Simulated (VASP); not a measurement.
# HfN (Fm-3m) in VASP: settings compared, part 2 of 2

VASP 6.6.1. Earlier steps stand in the parts before.

## (4) Single point, RPBE

This run uses another cell than the first one, of 11.48 Å³/atom, 0.980 times its volume.

INCAR

```
SYSTEM = HfN
PREC = Accurate
ENCUT = 600
EDIFF = 1E-6
ISMEAR = -1
SIGMA = 0.05
LREAL = .False.
LASPH = .True.
NELM = 120
ALGO = Normal
ISIF = 2
LWAVE = .False.
LCHARG = .False.
GGA = RP
NBANDS = 14
GGA_COMPAT = .False.
```

KPOINTS

```
regular mesh
0
Gamma
  10 10 10
  0 0 0
```

POSCAR

```
HfN
1.0
    0.0000000000      2.2560000000      2.2560000000
    2.2560000000      0.0000000000      2.2560000000
    2.2560000000      2.2560000000      0.0000000000
Hf N
1 1
Direct
    0.0000000000      0.0000000000      0.0000000000
    0.5000000000      0.5000000000      0.5000000000
```

Potentials or basis: VASP PAW PBE potentials, release 64 (Hf_pv, N).

The run is started by

```bash
> cat potpaw_PBE.64/Hf_pv/POTCAR potpaw_PBE.64/N/POTCAR > POTCAR
> mpirun -np 1 vasp_std > vasp.out
```

OUTCAR:

```text
SYSTEM = HfN
   PREC = Accurate
   ENCUT = 600
   EDIFF = 1E-6
   ISMEAR = -1
   LREAL = .False.
   LASPH = .True.
   NELM = 120
   ISIF = 2
   GGA = RP

 ion  position               nearest neighbor table
   1  0.000  0.000  0.000-   2 2.26   2 2.26   2 2.26   2 2.26   2 2.26   2 2.26
   2  0.500  0.500  0.500-   1 2.26   1 2.26   1 2.26   1 2.26   1 2.26   1 2.26

  LATTYP: Found a face centered cubic cell.
 ALAT       =     4.5120000000

  Lattice vectors:

 A1 = (   0.0000000000,   2.2560000000,   2.2560000000)
 A2 = (   2.2560000000,   0.0000000000,   2.2560000000)
 A3 = (   2.2560000000,   2.2560000000,   0.0000000000)

Analysis of symmetry for initial positions (statically):
=====================================================================
 Subroutine PRICEL returns:
 Original cell was already a primitive cell.

 Routine SETGRP: Setting up the symmetry group for a
 face centered cubic supercell.

 Subroutine GETGRP returns: Found 48 space group operations
 (whereof 48 operations were pure point group operations)
 out of a pool of 48 trial point group operations.

The static configuration has the point symmetry O_h .

Analysis of symmetry for dynamics (positions and initial velocities):
=====================================================================
 Subroutine PRICEL returns:
 Original cell was already a primitive cell.

 Routine SETGRP: Setting up the symmetry group for a
 face centered cubic supercell.

 Subroutine GETGRP returns: Found 48 space group operations
 (whereof 48 operations were pure point group operations)
 out of a pool of 48 trial point group operations.

The dynamic configuration has the point symmetry O_h .

 Subroutine INISYM returns: Found 48 space group operations
 (whereof 48 operations are pure point group operations),
 and found     1 'primitive' translations

----------------------------------------------------------------------------------------

                                     Primitive cell

  volume of cell :      22.9640

  direct lattice vectors                    reciprocal lattice vectors
     0.000000000  2.256000000  2.256000000    -0.221631206  0.221631206  0.221631206
     2.256000000  0.000000000  2.256000000     0.221631206 -0.221631206  0.221631206
     2.256000000  2.256000000  0.000000000     0.221631206  0.221631206 -0.221631206

  length of vectors
     3.190465797  3.190465797  3.190465797     0.383876509  0.383876509  0.383876509

  position of ions in fractional coordinates (direct lattice)
     0.000000000  0.000000000  0.000000000
     0.500000000  0.500000000  0.500000000

  ion indices of the primitive-cell ions
   primitive index   ion index
                 1           1
                 2           2

----------------------------------------------------------------------------------------

 KPOINTS: regular mesh

Automatic generation of k-mesh.
 Grid dimensions read from file:
 generate k-points for:   10   10   10

 Generating k-lattice:

  Cartesian coordinates                     Fractional coordinates (reciprocal lattice)
    -0.022163121  0.022163121  0.022163121     0.100000000  0.000000000  0.000000000
     0.022163121 -0.022163121  0.022163121     0.000000000  0.100000000  0.000000000
     0.022163121  0.022163121 -0.022163121     0.000000000  0.000000000  0.100000000

  Length of vectors
     0.038387651  0.038387651  0.038387651

  Shift w.r.t. Gamma in fractional coordinates (k-lattice)
     0.000000000  0.000000000  0.000000000

 Subroutine IBZKPT returns following result:
 ===========================================

 Found     47 irreducible k-points:

 Following reciprocal coordinates:
            Coordinates               Weight
  0.000000  0.000000  0.000000      1.000000
  0.100000  0.000000  0.000000      8.000000
  0.200000  0.000000  0.000000      8.000000
  0.300000  0.000000  0.000000      8.000000
  0.400000  0.000000  0.000000      8.000000
  0.500000  0.000000  0.000000      4.000000
[... 16 lines left out ...]
  0.300000  0.300000  0.000000      6.000000
  0.400000  0.300000  0.000000     24.000000
 [... further k-points ...]
   k-points           NKPTS =     47   k-points in BZ     NKDIM =     47   number of bands    NBANDS=     14
   number of dos      NEDOS =    301   number of ions     NIONS =      2
   total plane-waves  NPLWV =  21952
   dimension x,y,z NGX =    28 NGY =   28 NGZ =   28
   dimension x,y,z NGXF=    56 NGYF=   56 NGZF=   56
   ions per type =               1   1
   NGX,Y,Z   is equivalent  to a cutoff of  14.59, 14.59, 14.59 a.u.
   NGXF,Y,Z  is equivalent  to a cutoff of  29.18, 29.18, 29.18 a.u.
 SYSTEM =  HfN
   PREC   = accura    normal or accurate (medium, high low for compatibility)
   ISTART =      0    job   : 0-new  1-cont  2-samecut
   ICHARG =      2    charge: 1-file 2-atom 10-const
   ISPIN  =      1    spin polarized calculation?
   LNONCOLLINEAR =      F non collinear calculations
   LSORBIT =      F    spin-orbit coupling
   LASPH  =      T    aspherical Exc in radial PAW
   ENCUT  =  600.0 eV  44.10 Ry    6.64 a.u.   6.37  6.37  6.37*2*pi/ulx,y,z
   NELM   =    120;   NELMIN=  2; NELMDL= -5     # of ELM steps
   EDIFF  = 0.1E-05   stopping-criterion for ELM
   LREAL  =      F    real-space projection
   EDIFFG = 0.1E-04   stopping-criterion for IOM
   NSW    =      0    number of steps for IOM
   IBRION =     -1    ionic relax: 0-MD 1-quasi-New 2-CG
   NFREE  =      0    steps in history (QN), initial steepest desc. (CG)
   ISIF   =      2    stress and relaxation
   ISYM   =      2    0-nonsym 1-usesym 2-fastsym
   POTIM  = 0.5000    time-step for ionic-motion
   TEBEG  =    0.0;   TEEND  =   0.0 temperature during run
   PSTRESS=    0.0 pullay stress
   NELECT =      15.0000    total number of electrons
   NUPDOWN=      -1.0000    fix difference up-down
   EMIN   =  10.00;   EMAX   =-10.00  energy-range for DOS
   EFERMI =   0.00;   METHOD = LEGACY
   ISMEAR =    -1;   SIGMA  =   0.05  broadening in eV -4-tet -1-fermi 0-gaus
   EFERMI_NEDOS =   21; number of points for ismear=-14 and -15
   IALGO  =     38    algorithm
   IMIX   =      4    mixing-type and parameters
     AMIX     =   0.40;   BMIX     =  1.00
     AMIX_MAG =   1.60;   BMIX_MAG =  1.00
  volume/ion in A,a.u.               =      11.48        77.48
  Fermi-wavevector in a.u.,A,eV,Ry     =   1.420440  2.684242 27.451783  2.017649
  Thomas-Fermi vector in A             =   2.541355
   LORBIT       =      0    0 simple, 1 ext, 2 COOP (PROOUT), +10 PAW based schemes
   GGA     = RP    functional components
   LHFCALC =     F    Hartree Fock is set to
   AEXX    =    0.0000 exact exchange contribution
   IVDW    =     0    specifies the selected vdW correction
   LEPSILON=     F    determine dielectric tensor
   LRPA    =     F    only Hartree local field effects (RPA)
 non-spin polarized calculation
  energy-cutoff  :      600.00
  volume of cell :       22.96
 maximum number of plane-waves:       785
 NGX is ok and might be reduce to    28
   NGX = 13   NGY = 13   NGZ = 13

 number of electron      15.0000002 magnetization

 Free energy of the ion-electron system (eV)
  ---------------------------------------------------
  ext. energy  EPLUGINS =         0.00000000
  ---------------------------------------------------
  free energy    TOTEN  =       -20.75117503 eV

  energy without entropy =      -20.74467707  energy(sigma->0) =      -20.74792605

 E-fermi :   8.5938     XC(G=0): -12.6788

 val. band max:        8.5458164096   @ k =  -0.4000   0.3000   0.0000
 cond. band min:       8.6032054404   @ k =  -0.1000   0.1000   0.0000
 fundamental gap:      0.0573890308
 Fermi energy:         8.5937553107

 k-point     1 :       0.0000    0.0000    0.0000
  band No.  band energies     occupation
      1     -22.6355      2.00000
      2     -22.6355      2.00000
      3     -22.6355      2.00000
      4      -9.0726      2.00000
      5       5.4879      2.00000
      6       5.4879      2.00000
      7       5.4879      2.00000
      8       8.2160      1.99895
      9       8.2160      1.99895
     10       8.2160      1.99895
     11      10.3521      0.00000
     12      10.5404      0.00000
     13      10.5404      0.00000
     14      18.0821      0.00000
[... 375 lines left out ...]
 k-point    24 :       0.4000    0.3000    0.0000
  band No.  band energies     occupation
      1     -23.3135      2.00000
      2     -22.9006      2.00000
      3     -22.8714      2.00000
      4      -7.6863      2.00000
      5       1.9094      2.00000
      6       3.9063      2.00000
      7       4.3863      2.00000
      8       6.0668      2.00000
      9      12.6627      0.00000
     10      13.1513      0.00000
     11      13.3324      0.00000
     12      13.3939      0.00000
     13      17.7592      0.00000
     14      19.9740      0.00000

 [... further k-points ...]
[... 5 lines left out ...]
  --------------------------------------------------------------------------------------
  -------------------------------------------------------------------------------------
  Total        1.2530551      1.2530551      1.2530551     -0.0000000      0.0000000      0.0000000
  in kB       87.4245603     87.4245603     87.4245603     -0.0000000      0.0000000      0.0000000
  external PRESSURE =      87.4245603 kB  Pullay stress =       0.0000000 kB

 VOLUME and BASIS-vectors are now :
 -----------------------------------------------------------------------------
  energy-cutoff  :      600.00
  volume of cell :       22.96
      direct lattice vectors                 reciprocal lattice vectors
     0.000000000  2.256000000  2.256000000    -0.221631206  0.221631206  0.221631206
     2.256000000  0.000000000  2.256000000     0.221631206 -0.221631206  0.221631206
     2.256000000  2.256000000  0.000000000     0.221631206  0.221631206 -0.221631206

 POSITION                                       TOTAL-FORCE (eV/Angst)
 -----------------------------------------------------------------------------------
      0.00000      0.00000      0.00000         0.000000      0.000000      0.000000
      2.25600      2.25600      2.25600        -0.000000     -0.000000     -0.000000
 -----------------------------------------------------------------------------------
    total drift:                                0.000000      0.000000      0.000000

  FREE ENERGIE OF THE ION-ELECTRON SYSTEM (eV)
  ---------------------------------------------------
  free  energy   TOTEN  =       -20.7511750328 eV

  energy  without entropy=      -20.7446770681  energy(sigma->0) =      -20.74792605
```

OSZICAR:

```text
N       E                     dE             d eps       ncg     rms          rms(c)
DAV:   1     0.456006742715E+02    0.45601E+02   -0.85032E+03  1316   0.113E+03
DAV:   2    -0.214228508693E+02   -0.67024E+02   -0.63239E+02  1736   0.261E+02
DAV:   3    -0.237073877465E+02   -0.22845E+01   -0.22723E+01  1520   0.403E+01
DAV:   4    -0.237164465154E+02   -0.90588E-02   -0.90577E-02  1604   0.292E+00
DAV:   5    -0.237165046651E+02   -0.58150E-04   -0.58150E-04  1490   0.209E-01    0.492E+01
DAV:   6    -0.208313047535E+02    0.28852E+01   -0.80053E+00  1484   0.227E+01    0.413E+01
DAV:   7    -0.207728372361E+02    0.58468E-01   -0.45118E-01  1604   0.608E+00    0.264E+01
DAV:   8    -0.207566733830E+02    0.16164E-01   -0.97730E-02  1490   0.290E+00    0.637E+00
DAV:   9    -0.207512255934E+02    0.54478E-02   -0.13980E-02  1490   0.102E+00    0.200E+00
DAV:  10    -0.207512056165E+02    0.19977E-04   -0.94775E-04  1722   0.310E-01    0.421E-01
DAV:  11    -0.207511780069E+02    0.27610E-04   -0.61560E-05  1532   0.797E-02    0.127E-01
DAV:  12    -0.207511753649E+02    0.26420E-05   -0.77973E-06  1762   0.239E-02    0.161E-02
DAV:  13    -0.207511750328E+02    0.33209E-06   -0.22912E-07   892   0.516E-03
   1 F= -.20751175E+02 E0= -.20747926E+02  d E =-.649796E-02
```

Run time: 17 s. Hardware: 1 thread of Intel Xeon Platinum 8375C at 2.90GHz (Ice Lake), shared host; peak memory 0.17 GiB.

Results:

```
Free energy : -20.7512 eV
Pressure    : 8.7 GPa
```

Levels at points of the mesh, in eV from the Fermi level:
| k point | band 5 | band 6 | band 7 | band 8 | band 9 | band 10 | band 11 | band 12 |
| --- | --- | --- | --- | --- | --- | --- | --- | --- |
| (0.00, 0.00, 0.00) | -3.11 | -3.11 | -3.11 | -0.38 | -0.38 | -0.38 | 1.76 | 1.95 |
| (0.50, 0.00, 0.00) | -8.97 | -6.26 | -6.26 | 3.26 | 3.70 | 3.70 | 4.37 | 8.85 |
| (0.50, 0.50, 0.00) | -5.50 | -3.86 | -3.77 | -3.77 | 4.09 | 5.52 | 5.52 | 5.58 |

Caveat: the PAW data sets were made with another functional, which shifts forces and pressure a little; spin-orbit coupling is left out, which moves the levels of the heavy elements.

## (5) Summary

```tsv
level	cell	cutoff (eV)	gap on the mesh (eV)	pressure (GPa)
PBE	a = 3.212 Å, angles 60.0°, 2 atoms	520	none	-1.3
PBE	a = 3.253 Å, angles 60.0°, 2 atoms	520	none	-10.6
RPBE	a = 3.190 Å, angles 60.0°, 2 atoms	600	none	8.7
```

Alike in all rows: task single point; potentials or basis VASP PAW PBE potentials, release 64 (Hf_pv, N); no spin polarisation; k mesh 10 × 10 × 10; smearing fermi-dirac 0.05 eV.

Caveats: spin-orbit coupling is left out, which moves the levels of the heavy elements; the PAW data sets were made with another functional, which shifts forces and pressure a little (some runs).

Total energies depend on the potentials used, so only differences within one code and one set of settings carry meaning.
